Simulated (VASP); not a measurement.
# Co (P6_3/mmc) in VASP: further runs

The runs below take Co through single point, with PBEsol.

All numbers are computed with VASP 6.6.1; they aren't measurements. Logs are shortened: lines on timing, memory, paths and dates and some standing lists are left out, and cuts for length are marked.

### Step 1. The cell of the first run

The structure is hexagonal, space group P6_3/mmc (No. 194). The conventional cell has a = 2.455 Å, b = 2.455 Å, c = 7.955 Å, α = 90.00°, β = 90.00°, γ = 120.00°. Within 3.2 Å of Co (site symmetry -3m) lie 12 Co at 2.44 to 2.45 Å. Co (site symmetry -6m2) has 12 Co at 2.44 to 2.45 Å within 3.2 Å.

### Step 2. Single point, PBEsol, collinear spin, ferromagnetic start

INCAR reads:

```
SYSTEM = Co
PREC     = Accurate       ! precision mode
ENCUT    = 520            ! plane-wave cutoff, eV
EDIFF    = 1E-6           ! SCF threshold, eV
ISMEAR   = -1             ! smearing method
SIGMA    = 0.05           ! smearing width, eV
LREAL    = .False.        ! projectors in reciprocal space
LASPH    = .True.         ! aspherical terms in the spheres
NELM     = 150            ! most SCF steps
ALGO     = Normal         ! electronic algorithm
ISIF     = 2              ! what is computed and relaxed
LWAVE    = .False.        ! write WAVECAR
LCHARG   = .False.        ! write CHGCAR
ISPIN    = 2              ! spin polarisation
MAGMOM   = 1.625 1.625 1.645 1.645 ! initial moments
LORBIT   = 11             ! projections on sites
LMAXMIX  = 4              ! l up to which the mixer works
GGA      = PS             ! functional
NBANDS   = 30             ! bands
```

KPOINTS reads:

```
regular mesh
0
Gamma
  19 19 6
  0 0 0
```

POSCAR reads:

```
Co
1.0
    2.4548555625      0.0000000000      0.0000000000
   -1.2274277813      2.1259672797      0.0000000000
    0.0000000000      0.0000000000      7.9550354861
Co
4
Direct
    0.0000000000      0.0000000000      1.0000000000
    0.0000000000      0.0000000000      0.5000000000
    0.3333333333      0.6666666667      0.2500000000
    0.6666666667      0.3333333333      0.7500000000
```

Potentials or basis: VASP PAW PBE potentials, release 64 (Co).

Command:

```
$ cat potpaw_PBE.64/Co/POTCAR > POTCAR
$ mpirun -np 1 vasp_std > vasp.out
```

OUTCAR:

```text
SYSTEM = Co
   PREC = Accurate
   ENCUT = 520
   EDIFF = 1E-6
   ISMEAR = -1
   LREAL = .False.
   LASPH = .True.
   NELM = 150
   ISIF = 2
   ISPIN = 2
   LORBIT = 11
   GGA = PS

 ion  position               nearest neighbor table
   1  0.000  0.000  0.000-   3 2.44   4 2.44   3 2.44   4 2.44   4 2.44   3 2.44
   2  0.000  0.000  0.500-   3 2.44   4 2.44   3 2.44   4 2.44   4 2.44   3 2.44
   3  0.333  0.667  0.250-   1 2.44   2 2.44   1 2.44   2 2.44   1 2.44   2 2.44
   4  0.667  0.333  0.750-   1 2.44   2 2.44   1 2.44   2 2.44   1 2.44   2 2.44

  LATTYP: Found a hexagonal cell.
 ALAT       =     2.4548555625
 C/A-ratio  =     3.2405309736

  Lattice vectors:

 A1 = (   2.4548555625,   0.0000000000,   0.0000000000)
 A2 = (  -1.2274277813,   2.1259672797,   0.0000000000)
 A3 = (   0.0000000000,   0.0000000000,   7.9550354861)

Analysis of symmetry for initial positions (statically):
=====================================================================
 Subroutine PRICEL returns:
 Original cell was already a primitive cell.

 Routine SETGRP: Setting up the symmetry group for a
 hexagonal supercell.

 Subroutine GETGRP returns: Found 24 space group operations
 (whereof 12 operations were pure point group operations)
 out of a pool of 24 trial point group operations.

The static configuration has the point symmetry D_3d.
 The point group associated with its full space group is D_6h.

Analysis of symmetry for dynamics (positions and initial velocities):
=====================================================================
 Subroutine PRICEL returns:
 Original cell was already a primitive cell.

 Routine SETGRP: Setting up the symmetry group for a
 hexagonal supercell.

 Subroutine GETGRP returns: Found 24 space group operations
 (whereof 12 operations were pure point group operations)
 out of a pool of 24 trial point group operations.

The dynamic configuration has the point symmetry D_3d.
 The point group associated with its full space group is D_6h.

Analysis of structural, dynamic, and magnetic symmetry:
=====================================================================
 Subroutine PRICEL returns:
 Original cell was already a primitive cell.

 Routine SETGRP: Setting up the symmetry group for a
 hexagonal supercell.

 Subroutine GETGRP returns: Found 24 space group operations
 (whereof 12 operations were pure point group operations)
 out of a pool of 24 trial point group operations.

The overall configuration has the point symmetry D_3d.
 The point group associated with its full space group is D_6h.

 Subroutine INISYM returns: Found 24 space group operations
 (whereof 12 operations are pure point group operations),
 and found     1 'primitive' translations

----------------------------------------------------------------------------------------

                                     Primitive cell

  volume of cell :      41.5169

  direct lattice vectors                    reciprocal lattice vectors
     2.454855563  0.000000000  0.000000000     0.407355942  0.235187063  0.000000000
    -1.227427781  2.125967280  0.000000000     0.000000000  0.470374125  0.000000000
     0.000000000  0.000000000  7.955035486     0.000000000  0.000000000  0.125706542

  length of vectors
     2.454855563  2.454855562  7.955035486     0.470374125  0.470374125  0.125706542

  position of ions in fractional coordinates (direct lattice)
     0.000000000  0.000000000  0.000000000
     0.000000000  0.000000000  0.500000000
     0.333333333  0.666666667  0.250000000
     0.666666667  0.333333333  0.750000000

  ion indices of the primitive-cell ions
   primitive index   ion index
                 1           1
                 2           2
                 3           3
                 4           4

----------------------------------------------------------------------------------------

 KPOINTS: regular mesh

Automatic generation of k-mesh.
 Grid dimensions read from file:
 generate k-points for:   19   19    6

 Generating k-lattice:

  Cartesian coordinates                     Fractional coordinates (reciprocal lattice)
     0.021439786  0.012378266  0.000000000     0.052631579  0.000000000  0.000000000
     0.000000000  0.024756533  0.000000000     0.000000000  0.052631579  0.000000000
     0.000000000  0.000000000  0.020951090     0.000000000  0.000000000  0.166666667

  Length of vectors
     0.024756533  0.024756533  0.020951090

  Shift w.r.t. Gamma in fractional coordinates (k-lattice)
     0.000000000  0.000000000  0.000000000

 Subroutine IBZKPT returns following result:
 ===========================================

 Found    160 irreducible k-points:

 Following reciprocal coordinates:
            Coordinates               Weight
  0.000000  0.000000  0.000000      1.000000
  0.052632 -0.000000  0.000000      6.000000
  0.105263 -0.000000  0.000000      6.000000
  0.157895  0.000000  0.000000      6.000000
  0.210526  0.000000  0.000000      6.000000
[... 53 lines left out ...]
   LRPA    =     F    only Hartree local field effects (RPA)
 spin polarized calculation
  energy-cutoff  :      520.00
  volume of cell :       41.52
 maximum number of plane-waves:      1140
   NGX =  9   NGY =  9   NGZ = 29

 number of electron      35.9999945 magnetization       6.3796882

 Free energy of the ion-electron system (eV)
  ---------------------------------------------------
  ext. energy  EPLUGINS =         0.00000000
  ---------------------------------------------------
  free energy    TOTEN  =       -30.92891009 eV

  energy without entropy =      -30.89871459  energy(sigma->0) =      -30.91381234

 E-fermi :  10.7713     XC(G=0): -13.8435

 val. band max:       10.7688961805   @ k =   0.1579   0.0000   0.3333
 cond. band min:      10.7729654254   @ k =   0.0000   0.0000   0.0000
 fundamental gap:      0.0040692449
 Fermi energy:        10.7712603487

 spin component 1

 k-point     1 :       0.0000    0.0000    0.0000
  band No.  band energies     occupation
      1       1.4683      1.00000
      2       3.7648      1.00000
      3       3.7841      1.00000
      4       5.3590      1.00000
      5       7.6851      1.00000
      6       7.7173      1.00000
[... 22 lines left out ...]
     29      33.4240      0.00000
     30      34.3742      0.00000

 k-point     2 :       0.0526   -0.0000    0.0000
  band No.  band energies     occupation
      1       1.5694      1.00000
      2       3.8516      1.00000
      3       3.8708      1.00000
      4       5.4239      1.00000
      5       7.6048      1.00000
      6       7.6718      1.00000
[... 718 lines left out ...]
 k-point    24 :       0.3158    0.1053    0.0000
  band No.  band energies     occupation
      1       5.3222      1.00000
      2       5.5936      1.00000
      3       5.7704      1.00000
      4       6.2725      1.00000
      5       6.6824      1.00000
      6       6.8062      1.00000
[... 22 lines left out ...]
     29      24.5236      0.00000
     30      26.7997      0.00000

 [... further k-points ...]

 spin component 2

 k-point     1 :       0.0000    0.0000    0.0000
  band No.  band energies     occupation
      1       1.5483      1.00000
      2       3.9234      1.00000
      3       3.9273      1.00000
      4       6.2910      1.00000
      5       9.0080      1.00000
      6       9.0608      1.00000
[... 22 lines left out ...]
     29      33.2503      0.00000
     30      34.2349      0.00000

 k-point     2 :       0.0526   -0.0000    0.0000
  band No.  band energies     occupation
      1       1.6498      1.00000
      2       4.0119      1.00000
      3       4.0157      1.00000
      4       6.3633      1.00000
      5       8.9439      1.00000
      6       9.0313      1.00000
[... 718 lines left out ...]
 k-point    24 :       0.3158    0.1053    0.0000
  band No.  band energies     occupation
      1       5.7688      1.00000
      2       6.5114      1.00000
      3       6.5674      1.00000
      4       7.4688      1.00000
      5       7.7669      1.00000
      6       8.0842      1.00000
[... 22 lines left out ...]
     29      24.9009      0.00000
     30      27.1934      0.00000

 [... further k-points ...]

------------------------ aborting loop because EDIFF is reached ----------------------------------------

  FORCE on cell =-STRESS in cart. coord.  units (eV):
  Direction    XX          YY          ZZ          XY          YZ          ZX
  --------------------------------------------------------------------------------------
  -------------------------------------------------------------------------------------
  Total       -0.1011698     -0.1011698     -0.0945899      0.0000000      0.0000000      0.0000000
  in kB       -3.9042442     -3.9042442     -3.6503172      0.0000000      0.0000000      0.0000000
  external PRESSURE =      -3.8196019 kB  Pullay stress =       0.0000000 kB

 VOLUME and BASIS-vectors are now :
 -----------------------------------------------------------------------------
  energy-cutoff  :      520.00
  volume of cell :       41.52
      direct lattice vectors                 reciprocal lattice vectors
     2.454855563  0.000000000  0.000000000     0.407355942  0.235187063  0.000000000
    -1.227427781  2.125967280  0.000000000     0.000000000  0.470374125  0.000000000
     0.000000000  0.000000000  7.955035486     0.000000000  0.000000000  0.125706542

 POSITION                                       TOTAL-FORCE (eV/Angst)
 -----------------------------------------------------------------------------------
      0.00000      0.00000      0.00000         0.000000      0.000000     -0.000000
      0.00000      0.00000      3.97752         0.000000      0.000000     -0.000000
     -0.00000      1.41731      1.98876         0.000000     -0.000000      0.000000
      1.22743      0.70866      5.96628        -0.000000      0.000000     -0.000000
 -----------------------------------------------------------------------------------
    total drift:                                0.000000     -0.000000      0.000000

  FREE ENERGIE OF THE ION-ELECTRON SYSTEM (eV)
  ---------------------------------------------------
  free  energy   TOTEN  =       -30.9289100880 eV

  energy  without entropy=      -30.8987145880  energy(sigma->0) =      -30.91381234

 total charge

# of ion       s       p       d       tot
------------------------------------------
    1        0.510   0.565   7.289   8.363
    2        0.510   0.565   7.289   8.363
    3        0.509   0.567   7.282   8.358
    4        0.509   0.567   7.282   8.358
--------------------------------------------------
tot          2.037   2.264  29.142  33.443

 magnetization (x)

# of ion       s       p       d       tot
------------------------------------------
    1       -0.014  -0.048   1.654   1.592
    2       -0.014  -0.048   1.654   1.592
    3       -0.014  -0.049   1.673   1.610
    4       -0.014  -0.049   1.673   1.610
--------------------------------------------------
tot         -0.056  -0.195   6.654   6.403
```

Wall time 3 min (1 thread of Intel Xeon 6975P-C (Granite Rapids), shared host); peak memory 0.36 GiB.

Results:

| Quantity | Value |
| --- | --- |
| Free energy | -30.9289 eV |
| Pressure | -0.4 GPa |
| Net moment | 6.38 μB per cell |
| Site moments | Co +1.59, +1.61 (each value once) μB |
| Valence electrons inside the program's atomic spheres | Co 8.36 |

Caveat: the PAW data sets were made with another functional, which shifts forces and pressure a little.

### Step 3. Single point, PBEsol, collinear spin, ferromagnetic start (9.96 Å³/atom)

This run uses another cell than the first one, of 9.96 Å³/atom.

INCAR reads:

```
  PREC = Accurate
  ENCUT = 520
  EDIFF = 1E-6
  ISMEAR = -1
  SIGMA = 0.05
  LREAL = F
  LASPH = T
  NELM = 150
  ALGO = Normal
  ISIF = 2
  LWAVE = F
  LCHARG = T
  ISPIN = 2
  MAGMOM = 1.653 1.653 1.672 1.672
  LORBIT = 11
  LMAXMIX = 4
  GGA = PS
  LELF = T
  LVHAR = T
  NBANDS = 30
```

KPOINTS reads:

```
regular mesh
0
Gamma
  16 16 5
```

POSCAR reads:

```
Co
1.0
    2.4216777716      0.0000000000      0.0000000000
   -1.2108388858      2.0972344700      0.0000000000
    0.0000000000      0.0000000000      7.8475218270
Co
4
Direct
    0.0000000000      0.0000000000      1.0000000000
    0.0000000000      0.0000000000      0.5000000000
    0.3333333333      0.6666666667      0.2500000000
    0.6666666667      0.3333333333      0.7500000000
```

Potentials or basis: VASP PAW PBE potentials, release 64 (Co).

Command:

```
$ cat potpaw_PBE.64/Co/POTCAR > POTCAR
$ mpirun -np 1 vasp_std > vasp.out
```

Run time: 5.4 min. Hardware: 1 thread of Oxide Virtual Turin-like, shared host; peak memory 0.24 GiB.

The run converged. Its results:

| Property | Result |
| --- | --- |
| Free energy | -30.8827 eV |
| Pressure | 10.3 GPa |
| Net moment | 6.23 μB per cell |
| Site moments | Co +1.55, +1.57 (each value once) μB |
| Valence electrons inside the program's atomic spheres | Co 8.45 |

Stress tensor (GPa, compression positive):
```
10.20  0.00  0.00
 0.00 10.20  0.00
 0.00  0.00 10.58
```

Levels at points of the mesh, in eV from the Fermi level:
Spin up:
| k point | band 17 | band 18 | band 19 | band 20 | band 21 | band 22 | band 23 | band 24 | band 25 | band 26 |
| --- | --- | --- | --- | --- | --- | --- | --- | --- | --- | --- |
| (0.00, 0.00, 0.00) | -1.79 | -1.42 | -1.42 | -1.06 | -1.06 | -0.61 | -0.61 | -0.27 | 7.06 | 15.87 |
| (0.50, 0.00, 0.00) | -0.47 | -0.38 | -0.35 | -0.32 | 0.23 | 1.41 | 2.77 | 3.41 | 7.67 | 7.69 |
Spin down:
| k point | band 12 | band 13 | band 14 | band 15 | band 16 | band 17 |
| --- | --- | --- | --- | --- | --- | --- |
| (0.00, 0.00, 0.00) | -0.99 | -0.99 | -0.93 | -0.93 | -0.21 | -0.02 |
| (0.50, 0.00, 0.00) | -0.17 | -0.15 | 0.55 | 1.26 | 1.29 | 1.32 |

Caveat: the cell stands under pressure; the PAW data sets were made with another functional, which shifts forces and pressure a little.

### Step 4. Single point, PBEsol, collinear spin, ferromagnetic start (10.38 Å³/atom)

INCAR is that of step 3.

KPOINTS reads:

```
Automatic mesh
0
Gamma
  16 16 5
```

POSCAR reads:

```
Co
1.0
    2.4548555625      0.0000000000      0.0000000000
   -1.2274277813      2.1259672797      0.0000000000
    0.0000000000      0.0000000000      7.9550354861
Co
4
Direct
    0.0000000000      0.0000000000      1.0000000000
    0.0000000000      0.0000000000      0.5000000000
    0.3333333333      0.6666666667      0.2500000000
    0.6666666667      0.3333333333      0.7500000000
```

Command:

```
$ cat potpaw_PBE.64/Co/POTCAR > POTCAR
$ mpirun -np 1 vasp_std > vasp.out
```

Run time: 5.8 min. Hardware: 1 thread of Oxide Virtual Turin-like, shared host; peak memory 0.24 GiB.

The run converged. Its results:

* Free energy: -30.9308 eV
* Pressure: -0.6 GPa
* Net moment: 6.33 μB per cell
* Site moments: Co +1.58, +1.60 (each value once) μB
* Valence electrons inside the program's atomic spheres: Co 8.36

Stress tensor (GPa, compression positive):
```
-0.77  0.00  0.00
 0.00 -0.77  0.00
 0.00  0.00 -0.35
```

Levels at points of the mesh, in eV from the Fermi level:
Spin up:
```
           k point  band 19  band 20  band 21  band 22  band 23  band 24
(0.00, 0.00, 0.00)    -1.45    -1.11    -1.11    -0.68    -0.68    -0.25
(0.50, 0.00, 0.00)    -0.44    -0.41     0.21     1.36     2.59     3.21
```
Spin down:
```
           k point  band 10  band 11  band 12  band 13  band 14  band 15  band 16  band 17  band 18  band 19
(0.00, 0.00, 0.00)    -1.23    -1.15    -0.92    -0.92    -0.86    -0.86    -0.21     0.00     0.00     0.37
(0.50, 0.00, 0.00)    -1.27    -0.83    -0.15    -0.12     0.52     1.20     1.23     1.26     1.27     1.36
```

Caveat: the PAW data sets were made with another functional, which shifts forces and pressure a little.

### Step 5. Single point, PBEsol, collinear spin, ferromagnetic start (10.79 Å³/atom)

This run uses another cell than the first one, of 10.79 Å³/atom.

INCAR reads:

```
PREC = Accurate ; ENCUT = 520
EDIFF = 1E-6 ; ISMEAR = -1
SIGMA = 0.05 ; LREAL = F
LASPH = T ; NELM = 150
ALGO = Normal ; ISIF = 2
LWAVE = F ; LCHARG = F
ISPIN = 2 ; MAGMOM = 1.653 1.653 1.672 1.672
LORBIT = 11 ; LMAXMIX = 4
GGA = PS ; NBANDS = 30
```

KPOINTS is that of step 4.

POSCAR reads:

```
Co
1.0
    2.4871599982      0.0000000000      0.0000000000
   -1.2435799991      2.1539437417      0.0000000000
    0.0000000000      0.0000000000      8.0597190104
Co
4
Direct
    0.0000000000      0.0000000000      1.0000000000
    0.0000000000      0.0000000000      0.5000000000
    0.3333333333      0.6666666667      0.2500000000
    0.6666666667      0.3333333333      0.7500000000
```

Command:

```
$ cat potpaw_PBE.64/Co/POTCAR > POTCAR
$ mpirun -np 1 vasp_std > vasp.out
```

It took 5.2 min on 1 thread of Oxide Virtual Turin-like, shared host; peak memory 0.24 GiB.

Results (log left out):

```yaml
Free_energy: -30.8774 eV
Pressure: -9.3 GPa
Net_moment: 6.42 μB per cell
Site_moments: Co +1.61, +1.63 (each value once) μB
Valence_electrons_inside_the_program's_atomic_spheres: Co 8.28
```

Stress tensor (GPa, compression positive):
```
-9.37  0.00  0.00
 0.00 -9.37  0.00
 0.00  0.00 -9.12
```

Levels at points of the mesh, in eV from the Fermi level:
Spin up:
```tsv
k point	band 18	band 19	band 20	band 21	band 22	band 23	band 24	band 25
(0.00, 0.00, 0.00)	-1.48	-1.48	-1.16	-1.16	-0.76	-0.76	-0.23	6.30
(0.50, 0.00, 0.00)	-0.55	-0.52	-0.50	0.20	1.32	2.42	3.04	6.92
```
Spin down:
| k point | band 12 | band 13 | band 14 | band 15 | band 16 | band 17 |
| --- | --- | --- | --- | --- | --- | --- |
| (0.00, 0.00, 0.00) | -0.85 | -0.85 | -0.80 | -0.80 | -0.21 | 0.02 |
| (0.50, 0.00, 0.00) | -0.12 | -0.10 | 0.51 | 1.15 | 1.18 | 1.21 |

Caveat: the cell stands under tension; the PAW data sets were made with another functional, which shifts forces and pressure a little.

### Step 6. Overview

```tsv
cell	k mesh	gap on the mesh (eV)	pressure (GPa)	moment (μB)
a = 2.455, b = 2.455, c = 7.955 Å, angles 90.0, 90.0, 120.0°, 4 atoms	19 × 19 × 6	none	-0.4	6.38
a = 2.422, b = 2.422, c = 7.848 Å, angles 90.0, 90.0, 120.0°, 4 atoms	16 × 16 × 5	none	10.3	6.23
a = 2.455, b = 2.455, c = 7.955 Å, angles 90.0, 90.0, 120.0°, 4 atoms	16 × 16 × 5	none	-0.6	6.33
a = 2.487, b = 2.487, c = 8.060 Å, angles 90.0, 90.0, 120.0°, 4 atoms	16 × 16 × 5	none	-9.3	6.42
```

Alike in all rows: task single point; level PBEsol; potentials or basis VASP PAW PBE potentials, release 64 (Co); spin collinear, ferromagnetic start; cutoff (eV) 520; smearing fermi-dirac 0.05 eV.

Caveats: the PAW data sets were made with another functional, which shifts forces and pressure a little; the cell stands under pressure (at least some runs); the cell stands under tension (at least some runs).

Absolute energies hang on the potentials; compare differences alone.
